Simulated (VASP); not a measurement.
Here is a VASP 6.6.1 calculation.

INCAR

```
  PREC = Accurate
  ENCUT = 520
  EDIFF = 1E-6
  ISMEAR = 0
  SIGMA = 0.15
  LREAL = F
  LASPH = T
  NELM = 80
  ALGO = Normal
  ISIF = 2
  LWAVE = F
  LCHARG = T
  GGA = PS
  LELF = T
  LVHAR = T
  NBANDS = 15
```

The input KPOINTS:

```
Automatic mesh
0
Gamma
  18 18 16
```

POSCAR

```
TaN
1.0
    2.9379988584      0.0000000000      0.0000000000
   -1.4689994292      2.4298844735      0.0000000000
    0.0000000000      0.0000000000      2.8830000000
Ta N
1 1
Direct
    0.3333333333      0.6666666667      0.5000000000
    0.0000000000      0.0000000000      0.0000000000
```

Potentials or basis: VASP PAW PBE potentials, release 64 (Ta_pv, N).

The run is started by

```bash
$ cat potpaw_PBE.64/Ta_pv/POTCAR potpaw_PBE.64/N/POTCAR > POTCAR
$ mpirun -np 1 vasp_std > vasp.out
```

**Question.** What does it give for the largest force?

**Answer.** 0.164 eV/Å.

**Question.** What does it give for the band gap on the k mesh?

**Answer.** Zero (band 8 reaches 8.75 eV, above the bottom of band 9 at 8.44 eV).

**Question.** Estimate the pressure.

**Answer.** 13.4 GPa.

Forces on the atoms (eV/Å):
```
Ta   0.000  0.164  0.000
N    0.000 -0.164  0.000
```

Caveat: the cell differs from its parent crystal (strain -0.0450 x Voigt [0, 1, 0, 0, 0, 0]); the PAW data sets were made with another functional, which shifts forces and pressure a little; spin-orbit coupling is left out, which moves the levels of the heavy elements.
